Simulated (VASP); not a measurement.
## Si: single point with r2SCAN+D4

Si:

```
Si
1.0
     0.00000    2.76678    2.76678
     2.76678    0.00000    2.76678
     2.76678    2.76678    0.00000
Si
2
Direct
  0.75000 0.75000 0.75000
  0.50000 0.50000 0.50000
```

```json
{
 "Program": "VASP 6.6.1",
 "Task": "single point",
 "Functional": "r2SCAN",
 "Dispersion": "D4",
 "Potentials or basis": "VASP PAW PBE potentials, release 64 (Si)",
 "Cutoff": "550 eV",
 "k mesh": "6 × 6 × 6",
 "Occupations": "gaussian, width 0.01 eV",
 "Spin": "no spin polarisation"
}
```

```
Pressure                   : -5.1 GPa
Band gap on the k mesh     : 1.00 eV, indirect (least direct gap 2.73 eV)
Dispersion energy per atom : -0.114 eV
```

Levels at points of the mesh, in eV from the valence-band top:
```tsv
k point	band 1	band 2	band 3	band 4	band 5	band 6	band 7	band 8	band 9
(0.00, 0.00, 0.00)	-12.13	0.00	0.00	0.00	2.73	2.73	2.73	3.31	8.10
(0.50, 0.00, 0.00)	-9.83	-7.00	-1.22	-1.22	1.67	3.61	3.61	8.23	11.01
(0.50, 0.50, 0.00)	-7.97	-7.97	-2.86	-2.86	1.02	1.02	10.37	10.37	11.43
```

Run time: 15 s on 1 thread of Intel(R) Xeon(R) 6975P-C (Granite Rapids), with other jobs on the host, peak memory 0.16 GiB.

Caveat: the PAW data sets were made with another functional, which shifts forces and pressure a little. A k mesh can miss the band edges.
